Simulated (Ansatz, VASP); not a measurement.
**One calculation of Na3Be, two programs**

INCAR

```
SYSTEM = Na3Be
PREC     = Accurate       ! precision mode
ENCUT    = 520            ! plane-wave cutoff, eV
EDIFF    = 1E-6           ! SCF threshold, eV
ISMEAR   = 0              ! smearing method
SIGMA    = 0.1            ! smearing width, eV
LREAL    = .FALSE.        ! projectors in reciprocal space
LASPH    = .TRUE.         ! aspherical terms in the spheres
NELM     = 80             ! most SCF steps
ALGO     = Fast           ! electronic algorithm
ISIF     = 2              ! what is computed and relaxed
LWAVE    = .FALSE.        ! write WAVECAR
LCHARG   = .TRUE.         ! write CHGCAR
GGA      = PE             ! functional
LELF     = .TRUE.         ! ELF
LVHAR    = .TRUE.       
NBANDS   = 20             ! bands
```

The input KPOINTS:

```
regular mesh
0
G
  6 6 6
  0 0 0
```

File POSCAR:

```
Na3Be
1.0
   -1.9862898000      1.9862898000      4.4369070858
    1.9862898000     -1.9862898000      4.4369070858
    1.9862898000      1.9862898000     -4.4369070858
Na Be
3 1
Direct
    0.5000000000      0.5000000000      0.0000000000
    0.2500000000      0.7500000000      0.5000000000
    0.7500000000      0.2500000000      0.5000000000
    0.0000000000      0.0000000000      0.0000000000
```

Input for Ansatz:

```yaml
crystal:
  lattice:
    - [-1.9862898, 1.9862898, 4.4369070858]
    - [1.9862898, -1.9862898, 4.4369070858]
    - [1.9862898, 1.9862898, -4.4369070858]
  atoms:
    - { symbol: Na, position: [0.5, 0.5, 0.0] }
    - { symbol: Na, position: [0.25, 0.75, 0.5] }
    - { symbol: Na, position: [0.75, 0.25, 0.5] }
    - { symbol: Be, position: [0.0, 0.0, 0.0] }
basis:
  ecutwfc: 420
kpoints:
  mp_grid: { grid: [6, 6, 6] }
hamiltonian:
  xc: pbe
scf:
  occupations: { method: gaussian, width: 0.1 }
  lower_state_search: "off"
output:
  forces: true
  stress: true
  eigenvalues: true
```

Alike in both runs: task single point; functional PBE; k mesh 6 × 6 × 6; occupations gaussian, width 0.1 eV; no spin polarisation.

```csv
,VASP,Ansatz
version,VASP 6.6.1,Ansatz 0.2.0
potentials or method,"VASP PAW PBE potentials, release 64 (Na_pv, Be), cutoff 520 eV","scalar-relativistic, plane waves, PAW"
valence electrons in the cell,23,29
```

|  | VASP | Ansatz | Ansatz less VASP |
| --- | --- | --- | --- |
| gap on the k mesh at the Fermi level (eV) | none | none | - |
| pressure (GPa) | 11.9 | 11.8 | -0.06 |
| traceless stress, the component that is largest in VASP (GPa) | -1.45 | -1.44 | +0.004 |

A gap of «none» marks a metal or a gap that the smearing closes. VASP's potentials hold 23 valence electrons a cell and Ansatz's 29, so a difference there can come from the potentials and not from the codes.

The k mesh is coarse, so the values compare programs but aren't converged.
